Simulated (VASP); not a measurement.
Runs of VASP 6.6.1 on Ir. The structure is that of space group Fm-3m (No. 225), or close to it. The cells are those of the table. 

```tsv
cell	gap on the mesh (eV)	pressure (GPa)
a = 2.685, b = 2.685, c = 2.718 Å, angles 59.6, 59.6, 60.8°, 1 atom	none	13.2
a = 2.822, b = 2.822, c = 2.718 Å, angles 61.2, 61.2, 57.6°, 1 atom	none	-19.8
a = 2.787, b = 2.787, c = 2.718 Å, angles 60.8, 60.8, 58.4°, 1 atom	none	(a)
a = 2.752, b = 2.752, c = 2.718 Å, angles 60.4, 60.4, 59.2°, 1 atom	none	-6.4
```

Alike in all rows: task single point; level r2SCAN; potentials or basis VASP PAW PBE potentials, release 64 (Ir); no spin polarisation; k mesh 26 × 26 × 26; cutoff (eV) 520; smearing gaussian 0.15 eV.

Question: Fill in the values left out.

Answer: (a) -13.8.

Caveats: the PAW data sets were made with another functional, which shifts forces and pressure a little; spin-orbit coupling is left out, which moves the levels of the heavy elements; the stress differs along the axes, from 10 to 20 GPa (at least some runs); the stress differs along the axes, from -35 to -12 GPa (at least some runs); the stress differs along the axes, from -25 to -8 GPa (at least some runs); the stress differs along the axes, from -12 to -3 GPa (at least some runs).

A k mesh can miss the band edges, and the runs leave out spin-orbit coupling on Ir.

A gap of «none» marks levels without a gap at the run's occupations.
